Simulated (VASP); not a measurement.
Write the native input for VASP 6.6.1 that does the following.

```
Task                   : single point
Functional             : PBEsol
Potentials or basis    : VASP PAW PBE potentials, release 64 (Al, P)
Cutoff                 : 500 eV
k mesh                 : 8 × 8 × 8
Occupations            : gaussian, width 0.02 eV
Spin                   : no spin polarisation
Dipole correction      : no
Further INCAR settings : ALGO = Normal; EDIFF = 1e-06; NBANDS = 11
```

The structure of AlP (a) lies in POSCAR:

```
AlP
1.0
    0.0000000000      2.7352604675      2.7352604675
    2.7352604675      0.0000000000      2.7352604675
    2.7352604675      2.7352604675      0.0000000000
Al P
1 1
Direct
    0.0000000000      0.0000000000      0.0000000000
    0.2500000000      0.2500000000      0.2500000000
```

The input as run:

INCAR

```
PREC = Accurate ; ENCUT = 500
EDIFF = 1E-6 ; ISMEAR = 0
SIGMA = 0.02 ; LREAL = False
LASPH = True ; NELM = 120
ALGO = Normal ; ISIF = 2
LWAVE = False ; LCHARG = False
GGA = PS ; NBANDS = 11
GGA_COMPAT = False
```

KPOINTS

```
regular mesh
0
Gamma
  8 8 8
```

Potentials or basis: VASP PAW PBE potentials, release 64 (Al, P).

The run is started by

```console
$ cat potpaw_PBE.64/Al/POTCAR potpaw_PBE.64/P/POTCAR > POTCAR
$ mpirun -np 1 vasp_std > vasp.out
```

Results of the run:

The pressure is 0.0 GPa and the band gap on the k mesh is 1.45 eV, indirect (least direct gap 3.15 eV).

Caveat: the PAW data sets were made with another functional, which shifts forces and pressure a little.

Wall time 13 s on 1 thread of AMD EPYC 7R43 64-Core Processor (Zen 3) (shared host), peak memory 0.11 GiB.
